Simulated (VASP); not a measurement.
Write the native input for VASP 6.6.1 that does the following.

| Property | Result |
| --- | --- |
| Task | single point |
| Functional | PBE |
| Potentials or basis | VASP PAW PBE potentials, release 64 (Ru_pv) |
| Cutoff | 520 eV |
| k mesh | 18 × 18 × 10 |
| Occupations | gaussian, width 0.1 eV |
| Spin | no spin polarisation |
| Dipole correction | no |
| Further INCAR settings | ALGO = Fast; EDIFF = 1e-06; NBANDS = 21 |

The structure of Ru lies in POSCAR:

```
Ru
1.0
    2.7200250913      0.0000000000      0.0000000000
   -1.3600125457      2.3556108280      0.0000000000
    0.0000000000      0.0000000000      4.2967694968
Ru
2
Direct
    0.3333333333      0.6666666667      0.2500000000
    0.6666666667      0.3333333333      0.7500000000
```

The input as run:

INCAR

```
  PREC = Accurate
  ENCUT = 520
  EDIFF = 1E-6
  ISMEAR = 0
  SIGMA = 0.1
  LREAL = F
  LASPH = T
  NELM = 60
  ALGO = Fast
  ISIF = 2
  LWAVE = F
  LCHARG = F
  GGA = PE
  NBANDS = 21
```

KPOINTS

```
regular mesh
0
Gamma
  18 18 10
```

Potentials or basis: VASP PAW PBE potentials, release 64 (Ru_pv).

The run is started by

```console
$ cat potpaw_PBE.64/Ru_pv/POTCAR > POTCAR
$ mpirun -np 1 vasp_std > vasp.out
```

Results of the run:

The pressure is -0.1 GPa and the band gap on the k mesh is zero (bands 14 and 15 overlap by 3.07 eV).

Run time: 38 s on 1 thread of Intel(R) Xeon(R) 6975P-C (Granite Rapids), on a shared host, peak memory 0.21 GiB.
